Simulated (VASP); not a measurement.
GaN: single point with LDA

The system is GaN, a slab with vacuum.

```xyz
4
Lattice="3.0197 0.0000 0.0000 1.5098 2.6151 0.0000 0.0000 0.0000 18.6983" Properties=species:S:1:pos:R:3 pbc="T T T"
Ga    0.0000    0.0000    7.5000
Ga    1.5098    0.8717    9.9656
N     3.0197    1.7434    8.7328
N     3.0197    0.0000   11.1983
```

```
Program                : VASP 6.6.1
Task                   : single point
Functional             : LDA
Potentials or basis    : VASP PAW LDA potentials, release 64 (Ga_d, N)
Cutoff                 : 520 eV
k mesh                 : 5 × 5 × 1
Occupations            : fermi-dirac, width 0.05 eV
Spin                   : no spin polarisation
Dipole correction      : yes
Further INCAR settings : ALGO = Normal; EDIFF = 1e-06; NBANDS = 26; NELMDL = -8
```

| Item | Value |
| --- | --- |
| Largest force | 2.460 eV/Å |
| Band gap on the k mesh | zero (bands 18 and 19 overlap by 0.68 eV) |

Forces in eV/Å, atoms in the order of the input:
```
Ga   0.000  0.000  0.381
Ga   0.000  0.000  2.460
N    0.000  0.000 -0.698
N    0.000  0.000 -2.144
```

Levels at points of the mesh, in eV from the Fermi level:
| k point | band 14 | band 15 | band 16 | band 17 | band 18 | band 19 | band 20 | band 21 | band 22 | band 23 |
| --- | --- | --- | --- | --- | --- | --- | --- | --- | --- | --- |
| (0.00, 0.00, 0.00) | -3.06 | -1.05 | -1.05 | -0.36 | 0.70 | 0.70 | 3.16 | 5.10 | 6.06 | 6.80 |

Wall time 24 s on 1 thread of AMD EPYC 9R45 96-Core Processor (Zen 5), with other jobs on the host, peak memory 0.18 GiB.

Caveat: the k points lie up to 0.48 Å⁻¹ apart, too coarse for converged energies and pressures of a metal.
